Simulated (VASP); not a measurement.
# HfPdSe2 (P4/mmm) in VASP: further runs

The runs below take HfPdSe2 through single point, relaxation of cell and atoms, with PBE.

Program: VASP 6.6.1. These are calculated values, not measurements. Logs are shortened: lines on timing, memory, paths and dates and some standing lists are left out, and cuts for length are marked.

## Step 1: The cell of the first run

It takes space group P4/mmm (No. 123, tetragonal). Conventional cell: a = 3.763 Å, b = 3.763 Å, c = 5.852 Å, α = 90.00°, β = 90.00°, γ = 90.00°. Within 3.5 Å of Hf (site symmetry 4/mmm) lie 4 Se at 2.66 Å and 2 Pd at 2.93 Å. Pd (site symmetry 4/mmm) has 4 Se at 2.66 Å and 2 Hf at 2.93 Å within 3.5 Å. Se (site symmetry 4/mmm) has 4 Hf at 2.66 Å and 2 Se at 2.93 Å within 3.5 Å. Se (site symmetry 4/mmm) has 4 Pd at 2.66 Å and 2 Se at 2.93 Å within 3.5 Å.

The cell was built from a structure type or drawn by symmetry, and may not be a known phase.

## Step 2: Single point, PBE

INCAR reads:

```
PREC = Accurate
ENCUT = 520
EDIFF = 1E-6
ISMEAR = 0
SIGMA = 0.1
LREAL = False
LASPH = True
NELM = 100
ALGO = Normal
ISIF = 2
LWAVE = False
LCHARG = True
GGA = PE
LELF = True
LVHAR = True
NBANDS = 24
```

KPOINTS reads:

```
regular mesh
0
Gamma
  4 4 4
```

POSCAR reads:

```
HfPdSe2
1.0
    3.7634515518      0.0000000000      0.0000000000
    0.0000000000      3.7634515518      0.0000000000
    0.0000000000      0.0000000000      5.8521812992
Hf Pd Se
1 1 2
Direct
    0.0000000000      0.0000000000      0.5000000000
    0.0000000000      0.0000000000      0.0000000000
    0.5000000000      0.5000000000      0.5000000000
    0.5000000000      0.5000000000      0.0000000000
```

Potentials or basis: VASP PAW PBE potentials, release 64 (Hf_pv, Pd, Se).

Started as:

```console
$ cat potpaw_PBE.64/Hf_pv/POTCAR potpaw_PBE.64/Pd/POTCAR potpaw_PBE.64/Se/POTCAR > POTCAR
$ mpirun -np 1 vasp_std > vasp.out
```

OUTCAR:

```text
PREC = Accurate
   ENCUT = 520
   EDIFF = 1E-6
   ISMEAR = 0
   LREAL = False
   LASPH = True
   NELM = 100
   ISIF = 2
   GGA = PE

 ion  position               nearest neighbor table
   1  0.000  0.000  0.500-   3 2.66   3 2.66   3 2.66   3 2.66   2 2.93   2 2.93
   2  0.000  0.000  0.000-   4 2.66   4 2.66   4 2.66   4 2.66   1 2.93   1 2.93
   3  0.500  0.500  0.500-   1 2.66   1 2.66   1 2.66   1 2.66
   4  0.500  0.500  0.000-   2 2.66   2 2.66   2 2.66   2 2.66

  LATTYP: Found a simple tetragonal cell.
 ALAT       =     3.7634515518
 C/A-ratio  =     1.5550037562

  Lattice vectors:

 A1 = (   3.7634515518,   0.0000000000,   0.0000000000)
 A2 = (   0.0000000000,   3.7634515518,   0.0000000000)
 A3 = (   0.0000000000,   0.0000000000,   5.8521812992)

Analysis of symmetry for initial positions (statically):
=====================================================================
 Subroutine PRICEL returns:
 Original cell was already a primitive cell.

 Routine SETGRP: Setting up the symmetry group for a
 simple tetragonal supercell.

 Subroutine GETGRP returns: Found 16 space group operations
 (whereof 16 operations were pure point group operations)
 out of a pool of 16 trial point group operations.

The static configuration has the point symmetry D_4h.

Analysis of symmetry for dynamics (positions and initial velocities):
=====================================================================
 Subroutine PRICEL returns:
 Original cell was already a primitive cell.

 Routine SETGRP: Setting up the symmetry group for a
 simple tetragonal supercell.

 Subroutine GETGRP returns: Found 16 space group operations
 (whereof 16 operations were pure point group operations)
 out of a pool of 16 trial point group operations.

The dynamic configuration has the point symmetry D_4h.

 Subroutine INISYM returns: Found 16 space group operations
 (whereof 16 operations are pure point group operations),
 and found     1 'primitive' translations

----------------------------------------------------------------------------------------

                                     Primitive cell

  volume of cell :      82.8878

  direct lattice vectors                    reciprocal lattice vectors
     3.763451552  0.000000000  0.000000000     0.265713531  0.000000000  0.000000000
     0.000000000  3.763451552  0.000000000     0.000000000  0.265713531  0.000000000
     0.000000000  0.000000000  5.852181299     0.000000000  0.000000000  0.170876456

  length of vectors
     3.763451552  3.763451552  5.852181299     0.265713531  0.265713531  0.170876456

  position of ions in fractional coordinates (direct lattice)
     0.000000000  0.000000000  0.500000000
     0.000000000  0.000000000  0.000000000
     0.500000000  0.500000000  0.500000000
     0.500000000  0.500000000  0.000000000

  ion indices of the primitive-cell ions
   primitive index   ion index
                 1           1
                 2           2
                 3           3
                 4           4

----------------------------------------------------------------------------------------

 KPOINTS: regular mesh

Automatic generation of k-mesh.
 Grid dimensions read from file:
 generate k-points for:    4    4    4

 Generating k-lattice:

  Cartesian coordinates                     Fractional coordinates (reciprocal lattice)
     0.066428383  0.000000000  0.000000000     0.250000000  0.000000000  0.000000000
     0.000000000  0.066428383  0.000000000     0.000000000  0.250000000  0.000000000
     0.000000000  0.000000000  0.042719114     0.000000000  0.000000000  0.250000000

  Length of vectors
     0.066428383  0.066428383  0.042719114

  Shift w.r.t. Gamma in fractional coordinates (k-lattice)
     0.000000000  0.000000000  0.000000000

 Subroutine IBZKPT returns following result:
 ===========================================

 Found     18 irreducible k-points:

 Following reciprocal coordinates:
            Coordinates               Weight
  0.000000  0.000000  0.000000      1.000000
  0.250000  0.000000  0.000000      4.000000
  0.500000  0.000000  0.000000      2.000000
  0.250000  0.250000  0.000000      4.000000
  0.500000  0.250000  0.000000      4.000000
  0.500000  0.500000  0.000000      1.000000
[... 10 lines left out ...]
  0.500000  0.250000  0.500000      4.000000
  0.500000  0.500000  0.500000      1.000000
   k-points           NKPTS =     18   k-points in BZ     NKDIM =     18   number of bands    NBANDS=     24
   number of dos      NEDOS =    301   number of ions     NIONS =      4
   total plane-waves  NPLWV =  37632
   dimension x,y,z NGX =    28 NGY =   28 NGZ =   48
   dimension x,y,z NGXF=    56 NGYF=   56 NGZF=   96
   ions per type =               1   1   2
   NGX,Y,Z   is equivalent  to a cutoff of  12.37, 12.37, 13.64 a.u.
   NGXF,Y,Z  is equivalent  to a cutoff of  24.74, 24.74, 27.27 a.u.
 SYSTEM =  unknown system
   PREC   = accura    normal or accurate (medium, high low for compatibility)
   ISTART =      0    job   : 0-new  1-cont  2-samecut
   ICHARG =      2    charge: 1-file 2-atom 10-const
   ISPIN  =      1    spin polarized calculation?
   LNONCOLLINEAR =      F non collinear calculations
   LSORBIT =      F    spin-orbit coupling
   LASPH  =      T    aspherical Exc in radial PAW
   ENCUT  =  520.0 eV  38.22 Ry    6.18 a.u.   7.00  7.00 10.88*2*pi/ulx,y,z
   NELM   =    100;   NELMIN=  2; NELMDL= -5     # of ELM steps
   EDIFF  = 0.1E-05   stopping-criterion for ELM
   LREAL  =      F    real-space projection
[... 7 lines left out ...]
   TEBEG  =    0.0;   TEEND  =   0.0 temperature during run
   PSTRESS=    0.0 pullay stress
   NELECT =      32.0000    total number of electrons
   NUPDOWN=      -1.0000    fix difference up-down
   EMIN   =  10.00;   EMAX   =-10.00  energy-range for DOS
   EFERMI =   0.00;   METHOD = LEGACY
   ISMEAR =     0;   SIGMA  =   0.10  broadening in eV -4-tet -1-fermi 0-gaus
   EFERMI_NEDOS =   21; number of points for ismear=-14 and -15
   IALGO  =     38    algorithm
   IMIX   =      4    mixing-type and parameters
     AMIX     =   0.40;   BMIX     =  1.00
     AMIX_MAG =   1.60;   BMIX_MAG =  1.00
  volume/ion in A,a.u.               =      20.72       139.84
  Fermi-wavevector in a.u.,A,eV,Ry     =   1.192051  2.252649 19.333669  1.420985
  Thomas-Fermi vector in A             =   2.328098
   LORBIT       =      0    0 simple, 1 ext, 2 COOP (PROOUT), +10 PAW based schemes
   GGA     = PE    functional components
   LHFCALC =     F    Hartree Fock is set to
   AEXX    =    0.0000 exact exchange contribution
   IVDW    =     0    specifies the selected vdW correction
   LEPSILON=     F    determine dielectric tensor
   LRPA    =     F    only Hartree local field effects (RPA)
 non-spin polarized calculation
 Gauss-broadening in eV      SIGMA  =   0.10
  energy-cutoff  :      520.00
  volume of cell :       82.89
 maximum number of plane-waves:      2264
 NGX is ok and might be reduce to    28
   NGX = 13   NGY = 13   NGZ = 21

 number of electron      31.9999997 magnetization

 Free energy of the ion-electron system (eV)
  ---------------------------------------------------
  ext. energy  EPLUGINS =         0.00000000
  ---------------------------------------------------
  free energy    TOTEN  =       -23.25166889 eV

  energy without entropy =      -23.23234376  energy(sigma->0) =      -23.24200633

 E-fermi :   6.1482     XC(G=0): -10.8174

 val. band max:        6.1322313644   @ k =   0.2500   0.2500   0.5000
 cond. band min:       6.1787559501   @ k =   0.5000   0.2500   0.2500
 fundamental gap:      0.0465245858
 Fermi energy:         6.1482494406

 k-point     1 :       0.0000    0.0000    0.0000
  band No.  band energies     occupation
      1     -25.8775      2.00000
      2     -25.8775      2.00000
      3     -25.8424      2.00000
      4      -9.2109      2.00000
      5      -7.1023      2.00000
      6      -0.0559      2.00000
[... 16 lines left out ...]
     23      10.5185      0.00000
     24      12.4225      0.00000

 k-point     2 :       0.2500    0.0000    0.0000
  band No.  band energies     occupation
      1     -25.9266      2.00000
      2     -25.8699      2.00000
      3     -25.8388      2.00000
      4      -8.8096      2.00000
      5      -6.7884      2.00000
      6      -0.1021      2.00000
[... 16 lines left out ...]
     23      10.2551      0.00000
     24      12.8256      0.00000

 k-point     3 :       0.5000    0.0000    0.0000
  band No.  band energies     occupation
      1     -25.9752      2.00000
      2     -25.8623      2.00000
      3     -25.8353      2.00000
      4      -8.3326      2.00000
      5      -6.4126      2.00000
      6      -1.3773      2.00000
[... 16 lines left out ...]
     23      12.3757      0.00000
     24      12.5905      0.00000

 k-point     4 :       0.2500    0.2500    0.0000
  band No.  band energies     occupation
      1     -25.9194      2.00000
      2     -25.9148      2.00000
      3     -25.8355      2.00000
      4      -8.6117      2.00000
      5      -6.6213      2.00000
      6      -0.1788      2.00000
[... 16 lines left out ...]
     23      11.7414      0.00000
     24      13.2382      0.00000

 k-point     5 :       0.5000    0.2500    0.0000
  band No.  band energies     occupation
      1     -25.9637      2.00000
      2     -25.9075      2.00000
      3     -25.8322      2.00000
      4      -8.4065      2.00000
      5      -6.4469      2.00000
      6      -0.5323      2.00000
[... 16 lines left out ...]
     23       9.9687      0.00000
     24      12.9804      0.00000

 k-point     6 :       0.5000    0.5000    0.0000
  band No.  band energies     occupation
      1     -25.9523      2.00000
      2     -25.9523      2.00000
      3     -25.8291      2.00000
      4      -8.4866      2.00000
      5      -6.4694      2.00000
      6       0.7168      2.00000
[... 16 lines left out ...]
     23      10.2676      0.00000
     24      12.7545      0.00000
[... 217 lines left out ...]
 k-point    15 :       0.5000    0.0000    0.5000
  band No.  band energies     occupation
      1     -25.9752      2.00000
      2     -25.8624      2.00000
      3     -25.8392      2.00000
      4      -7.9472      2.00000
      5      -7.1114      2.00000
      6      -1.0320      2.00000
[... 16 lines left out ...]
     23      11.9589      0.00000
     24      12.9272      0.00000

 k-point    16 :       0.2500    0.2500    0.5000
  band No.  band energies     occupation
      1     -25.9194      2.00000
      2     -25.9149      2.00000
      3     -25.8395      2.00000
      4      -8.2707      2.00000
      5      -7.2526      2.00000
      6       0.1369      2.00000
[... 16 lines left out ...]
     23      13.5971      0.00000
     24      13.8067      0.00000

 k-point    17 :       0.5000    0.2500    0.5000
  band No.  band energies     occupation
      1     -25.9638      2.00000
      2     -25.9076      2.00000
      3     -25.8361      2.00000
      4      -8.0767      2.00000
      5      -7.0585      2.00000
      6      -0.1554      2.00000
[... 16 lines left out ...]
     23      10.1804      0.00000
     24      13.7864      0.00000

 k-point    18 :       0.5000    0.5000    0.5000
  band No.  band energies     occupation
      1     -25.9523      2.00000
      2     -25.9523      2.00000
      3     -25.8330      2.00000
      4      -8.2040      2.00000
      5      -7.0044      2.00000
      6       1.0413      2.00000
[... 16 lines left out ...]
     23       9.4067      0.00000
     24      13.6362      0.00000

------------------------ aborting loop because EDIFF is reached ----------------------------------------

  FORCE on cell =-STRESS in cart. coord.  units (eV):
  Direction    XX          YY          ZZ          XY          YZ          ZX
  --------------------------------------------------------------------------------------
  -------------------------------------------------------------------------------------
  Total       -0.1347549     -0.1347549     -0.1299677      0.0000000     -0.0000000      0.0000000
  in kB       -2.6047424     -2.6047424     -2.5122075      0.0000000     -0.0000000      0.0000000
  external PRESSURE =      -2.5738974 kB  Pullay stress =       0.0000000 kB

 VOLUME and BASIS-vectors are now :
 -----------------------------------------------------------------------------
  energy-cutoff  :      520.00
  volume of cell :       82.89
      direct lattice vectors                 reciprocal lattice vectors
     3.763451552  0.000000000  0.000000000     0.265713531  0.000000000  0.000000000
     0.000000000  3.763451552  0.000000000     0.000000000  0.265713531  0.000000000
     0.000000000  0.000000000  5.852181299     0.000000000  0.000000000  0.170876456

 POSITION                                       TOTAL-FORCE (eV/Angst)
 -----------------------------------------------------------------------------------
      0.00000      0.00000      2.92609         0.000000      0.000000      0.000000
      0.00000      0.00000      0.00000         0.000000      0.000000      0.000000
      1.88173      1.88173      2.92609         0.000000      0.000000      0.000000
      1.88173      1.88173      0.00000         0.000000      0.000000      0.000000
 -----------------------------------------------------------------------------------
    total drift:                               -0.000000      0.000000      0.000000

  FREE ENERGIE OF THE ION-ELECTRON SYSTEM (eV)
  ---------------------------------------------------
  free  energy   TOTEN  =       -23.2516688905 eV

  energy  without entropy=      -23.2323437642  energy(sigma->0) =      -23.24200633
```

Wall time 18 s (1 thread of Intel Xeon 6975P-C (Granite Rapids), shared host); peak memory 0.2 GiB.

What came out:

* Free energy: -23.2517 eV
* Pressure: -0.3 GPa
* Band gap on the k mesh: zero (bands 16 and 17 overlap by 2.90 eV)

Caveat: the k points lie up to 0.42 Å⁻¹ apart, too coarse for converged energies and pressures of a metal; spin-orbit coupling is left out, which moves the levels of the heavy elements.

## Step 3: Relaxation of cell and atoms, PBE

This run uses another cell than the first one, of 25.04 Å³/atom.

INCAR reads:

```
PREC = Accurate
ENCUT = 600
EDIFF = 1E-7
ISMEAR = 0
SIGMA = 0.1
LREAL = F
LASPH = T
NELM = 100
ALGO = Normal
ISIF = 3
LWAVE = F
LCHARG = F
GGA = PE
IBRION = 2
NSW = 90
EDIFFG = -0.04
```

KPOINTS is that of step 2.

POSCAR reads:

```
HfPdSe2
1.0
    4.0975053400      0.0000000000      0.0000000000
    0.0000000000      4.0975053400      0.0000000000
    0.0000000000      0.0000000000      5.9661882700
Hf Pd Se
1 1 2
Direct
    0.0000000000      0.0000000000      0.5000000000
    0.0000000000      0.0000000000      0.0000000000
    0.5000000000      0.5000000000      0.5000000000
    0.5000000000      0.5000000000      0.0000000000
```

Potentials or basis: VASP PAW PBE potentials, release 64 (Hf_pv, Pd, Se).

Started as:

```console
$ cat potpaw_PBE.64/Hf_pv/POTCAR potpaw_PBE.64/Pd/POTCAR potpaw_PBE.64/Se/POTCAR > POTCAR
$ mpirun -np 1 vasp_std > vasp.out
```

It took 3.1 min on 1 thread of Intel Xeon 6975P-C (Granite Rapids), shared host; peak memory 0.27 GiB.

The run converged. Its results:

```
Free energy                           : -23.2535 eV
Relaxed volume                        : 20.66 Å³/atom
Relaxed cell                          : a = 3.756 Å, b = 3.756 Å, c = 5.858 Å, α = 90.00°, β = 90.00°, γ = 90.00°
Space group after relaxing (to 0.1 Å) : P4/mmm (No. 123)
Energy gained by relaxing             : 227.3 meV/atom
Ionic steps                           : 10
Pressure after relaxing               : 0.1 GPa
Band gap on the k mesh                : zero (bands 16 and 17 overlap by 2.91 eV)
```

Stress tensor (GPa, compression positive):
```
 0.28  0.00  0.00
 0.00  0.28  0.00
 0.00  0.00 -0.24
```

Step by step:
```csv
step,energy change (eV),largest force (eV/Å),pressure (GPa),volume (Å³)
1,0.0000,0.0000,-12.39,100.17
2,-0.6427,0.0000,11.72,74.61
3,-0.8844,0.0000,0.02,81.92
4,-0.8843,0.0000,0.45,81.58
5,-0.8955,0.0000,0.58,81.69
6,-0.9013,0.0000,1.25,81.92
7,-0.9066,0.0000,0.85,81.81
8,-0.9072,0.0000,1.00,81.86
9,-0.9034,0.0000,-1.28,83.97
10,-0.9094,0.0000,0.11,82.64
```

Final structure:
```yaml
crystal:
  lattice:
    - [3.75598, 0.00000, 0.00000]
    - [0.00000, 3.75598, 0.00000]
    - [0.00000, 0.00000, 5.85828]
  atoms:
    - { symbol: Hf, position: [0.00000, 0.00000, 0.50000] }
    - { symbol: Pd, position: [0.00000, 0.00000, 0.00000] }
    - { symbol: Se, position: [0.50000, 0.50000, 0.50000] }
    - { symbol: Se, position: [0.50000, 0.50000, 0.00000] }
```

Levels at points of the mesh, in eV from the Fermi level:
```
           k point  band 13  band 14  band 15  band 16  band 17  band 18  band 19  band 20
(0.00, 0.00, 0.00)    -2.76    -1.94    -1.50    -1.50    -0.16     0.47     1.18     1.54
(0.50, 0.00, 0.00)    -2.27    -1.97     0.66     0.83     1.91     1.98     2.01     3.02
(0.50, 0.50, 0.00)    -3.43    -1.97    -1.66    -0.75     0.26     0.26     1.53     1.75
(0.00, 0.00, 0.50)    -2.33    -2.13    -2.11    -2.11    -2.08     0.45     0.46     1.12
(0.50, 0.00, 0.50)    -2.54    -1.92    -0.77    -0.61     1.33     1.92     1.97     1.99
(0.50, 0.50, 0.50)    -2.70    -1.97    -1.95    -1.46    -0.37     0.24     0.24     0.45
```

Caveat: the k points lie up to 0.42 Å⁻¹ apart in the final cell, too coarse for converged energies and pressures of a metal; the volume moved by over 15 % at a fixed basis, so the end points are rough; spin-orbit coupling is left out, which moves the levels of the heavy elements.
